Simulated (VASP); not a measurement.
ZrSi2O6, 9 atoms in the cell. It takes space group C222 (No. 21, orthorhombic). The conventional cell has a = 5.212 Å, b = 9.961 Å, c = 6.040 Å, α = 90.00°, β = 90.00°, γ = 90.00°. Within 2.6 Å of Zr (site symmetry 222) lie 4 O at 1.96 Å. Within 2.2 Å of Si (site symmetry 2) lie 4 O at 1.63 Å. O (site symmetry 1) has 1 Si at 1.63 Å and 1 Zr at 1.96 Å within 2.2 Å. O (site symmetry 2) has 2 Si at 1.63 Å within 2.2 Å. 

| Item | Value |
| --- | --- |
| Program | VASP 6.6.1 |
| Task | single point |
| Functional | PBE |
| Potentials or basis | VASP PAW PBE potentials, release 64 (Zr_sv, Si, O) |
| Cutoff | 520 eV |
| k mesh | 6 × 6 × 4 |
| Occupations | gaussian, width 0.02 eV |
| Spin | no spin polarisation |
| Dipole correction | no |
| Further INCAR settings | ALGO = Normal; EDIFF = 1e-06; NBANDS = 38 |

Potentials or basis: VASP PAW PBE potentials, release 64 (Zr_sv, Si, O).

Command:

```console
$ cat potpaw_PBE.64/Zr_sv/POTCAR potpaw_PBE.64/Si/POTCAR potpaw_PBE.64/O/POTCAR > POTCAR
$ mpirun -np 1 vasp_std > vasp.out
```

Hardware: 1 thread of Intel Xeon 8259CL, on a shared host.

Task: Estimate the wall time of this run.

Result: Run time: 7.3 min on 1 thread of Intel Xeon 8259CL, with other jobs on the host, peak memory 0.39 GiB. Counts: scf iterations 15, k points 39.
